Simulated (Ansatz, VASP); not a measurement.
**Ir in VASP and in Ansatz**

```xyz
1
Lattice="2.5706 0.0000 0.0000 0.0000 2.5706 0.0000 0.0000 0.0000 2.5706" Properties=species:S:1:pos:R:3 pbc="T T T"
Ir    0.0000    0.0000    0.0000
```

Alike in both runs: functional PBE; k mesh 22 × 22 × 22; occupations gaussian, width 0.1 eV; no spin polarisation.

Ansatz relaxed the structure, and its values are those at the end. VASP's run is a single point on that final structure, the one shown.

```csv
,VASP,Ansatz
version,VASP 6.6.1,Ansatz 0.2.0
potentials or method,"VASP PAW PBE potentials, release 64 (Ir), cutoff 520 eV","scalar-relativistic, plane waves, PAW"
valence electrons in the cell,9,17
```

Ansatz gave:

```
gap on the k mesh at the Fermi level (eV) : none
pressure (GPa)                            : 0.0
```

Estimate VASP's values.

gap on the k mesh at the Fermi level (eV): none; pressure (GPa): 0.1.

A gap of «none» marks a metal or a gap that the smearing closes. With one functional, cell and mesh, what is left measures potentials, basis and numerics. VASP's potentials hold 9 valence electrons a cell and Ansatz's 17, so a difference there can come from the potentials and not from the codes.

Spin-orbit coupling is off throughout.
